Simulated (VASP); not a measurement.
Runs of VASP 6.6.1 on Ru. The structure is that of space group P6_3/mmc (No. 194), or close to it. The cells are those of the table. 

```csv
task,level,potentials or basis,cell,k mesh,cutoff (eV),grid for exact exchange (PRECFOCK),share of exact exchange,screening parameter,gap on the mesh (eV),pressure (GPa)
relaxation of cell and atoms,r2SCAN+rVV10,"VASP PAW PBE potentials, release 64 (Ru_pv)","relaxed from a = 2.706, b = 2.706, c = 4.282 Å, angles 90.0, 90.0, 120.0°, 2 atoms",11 × 11 × 6,600,-,-,-,none,0.0
relaxation of cell and atoms,r2SCAN,"VASP PAW PBE potentials, release 64 (Ru_pv)","relaxed to 30 GPa from a = 2.706, b = 2.706, c = 4.282 Å, angles 90.0, 90.0, 120.0°, 2 atoms",11 × 11 × 6,600,-,-,-,none,30.0
single point,PBE0,"VASP PAW PBE potentials, release 64 (Ru_pv)","a = 2.706, b = 2.706, c = 4.282 Å, angles 90.0, 90.0, 120.0°, 2 atoms",6 × 6 × 4,520,Normal,0.25,-,none,(c)
single point,r2SCAN0,"VASP PAW PBE potentials, release 64 (Ru_pv)","a = 2.724, b = 2.724, c = 4.310 Å, angles 90.0, 90.0, 120.0°, 2 atoms",6 × 6 × 3,520,Normal,0.25,-,none,-17.9
single point,r2SCAN,"VASP PAW PBE potentials, release 64 (Ru_sv)","a = 2.724, b = 2.724, c = 4.310 Å, angles 90.0, 90.0, 120.0°, 2 atoms",11 × 11 × 6,620,-,-,-,none,-8.1
single point,PBE0,"VASP PAW PBE potentials, release 64 (Ru_pv)","a = 2.741, b = 2.741, c = 4.338 Å, angles 90.0, 90.0, 120.0°, 2 atoms",6 × 6 × 4,520,Normal,0.25,-,none,-20.0
single point,HSE06,"VASP PAW PBE potentials, release 64 (Ru_sv)","a = 2.651, b = 2.651, c = 4.194 Å, angles 90.0, 90.0, 120.0°, 2 atoms",6 × 6 × 3,420,Normal,0.25,0.2079 1/Å,none,(a)
single point,r2SCAN0,"VASP PAW PBE potentials, release 64 (Ru_pv)","a = 2.669, b = 2.669, c = 4.224 Å, angles 90.0, 90.0, 120.0°, 2 atoms",6 × 6 × 3,520,Normal,0.25,-,none,3.1
single point,BHLYP,"VASP PAW PBE potentials, release 64 (Ru_sv)","a = 2.706, b = 2.706, c = 4.282 Å, angles 90.0, 90.0, 120.0°, 2 atoms",6 × 6 × 3,420,Normal,0.5,-,none,(b)
single point,r2SCAN,"VASP PAW PBE potentials, release 64 (Ru_sv)","a = 2.702, b = 2.702, c = 4.268 Å, angles 90.0, 90.0, 120.0°, 2 atoms",11 × 11 × 6,620,-,-,-,none,0.1
single point,r2SCAN0,"VASP PAW PBE potentials, release 64 (Ru_pv)","a = 2.651, b = 2.651, c = 4.194 Å, angles 90.0, 90.0, 120.0°, 2 atoms",6 × 6 × 3,520,Normal,0.25,-,none,11.9
```

Alike in all rows: smearing fermi-dirac 0.05 eV.

Task: Fill in the values left out.

Result: (a) 12.4; (b) -9.7; (c) -8.4.

Caveats: some runs use coarse meshes; the PAW data sets were made with another functional, which shifts forces and pressure a little; the cell is relaxed towards a set pressure, so the run minimises the enthalpy, not the energy (at least some runs); the cell stands under tension (at least some runs).

A k mesh can miss the band edges, and the runs leave out spin-orbit coupling on Ru.

A gap of «none» marks levels without a gap at the run's occupations.

The runs don't all hold the same shells in valence.
